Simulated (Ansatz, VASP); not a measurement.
**One calculation of LiF, two programs**

Contents of INCAR:

```
SYSTEM = LiF
PREC     = Accurate       ! precision mode
ENCUT    = 520            ! plane-wave cutoff, eV
EDIFF    = 1E-6           ! SCF threshold, eV
ISMEAR   = 0              ! smearing method
SIGMA    = 0.05           ! smearing width, eV
LREAL    = .False.        ! projectors in reciprocal space
LASPH    = .True.         ! aspherical terms in the spheres
NELM     = 60             ! most SCF steps
ALGO     = Normal         ! electronic algorithm
ISIF     = 2              ! what is computed and relaxed
LWAVE    = .False.        ! write WAVECAR
LCHARG   = .False.        ! write CHGCAR
GGA      = CA             ! functional
NBANDS   = 18             ! bands
```

KPOINTS

```
regular mesh
0
Gamma
  9 9 6
  0 0 0
```

POSCAR

```
LiF
1.0
    3.1435111312      0.0000000000      0.0000000000
   -1.5717555656      2.7223604967      0.0000000000
    0.0000000000      0.0000000000      4.6058725094
Li F
2 2
Direct
    0.3333333333      0.6666666667      0.3839784076
    0.6666666667      0.3333333333      0.8839784076
    0.3333333333      0.6666666667      0.9910195924
    0.6666666667      0.3333333333      0.4910195924
```

Input for Ansatz:

```yaml
crystal:
  lattice:
    - [3.1435111312, 0.0, 0.0]
    - [-1.5717555656, 2.7223604967, 0.0]
    - [0.0, 0.0, 4.6058725094]
  atoms:
    - { symbol: Li, position: [0.3333333333, 0.6666666667, 0.3839784076] }
    - { symbol: Li, position: [0.6666666667, 0.3333333333, 0.8839784076] }
    - { symbol: F, position: [0.3333333333, 0.6666666667, 0.9910195924] }
    - { symbol: F, position: [0.6666666667, 0.3333333333, 0.4910195924] }
basis:
  ecutwfc: 520.0
kpoints:
  mp_grid: { grid: [9, 9, 6] }
hamiltonian:
  xc: lda
scf:
  occupations: { method: gaussian, width: 0.05 }
output:
  forces: true
  stress: true
  eigenvalues: true
```

Alike in both runs: task single point; functional LDA; k mesh 9 × 9 × 6; occupations gaussian, width 0.05 eV; no spin polarisation.

```csv
,VASP,Ansatz
version,VASP 6.6.1,Ansatz 0.2.0
potentials or method,"VASP PAW LDA potentials, release 64 (Li_sv, F), cutoff 520 eV","scalar-relativistic, plane waves, PAW"
valence electrons in the cell,20,20
```

Ansatz gave:

| Quantity | Value |
| --- | --- |
| gap on the k mesh at the Fermi level (eV) | 7.45 |
| least direct gap on the mesh (eV) | 7.45 |
| rms of the force components (eV/Å) | 0.103 |

Q: Estimate VASP's values.

A: gap on the k mesh at the Fermi level (eV): 7.43; least direct gap on the mesh (eV): 7.43; rms of the force components (eV/Å): 0.107.

LDA's correlation is that of Perdew and Zunger in VASP and of Perdew and Wang (1992) in Ansatz. Atom by atom the forces differ by 0.003 eV/Å (rms over components).

Noted on VASP's run: the cutoff is short for stress, so the pressure is rough.
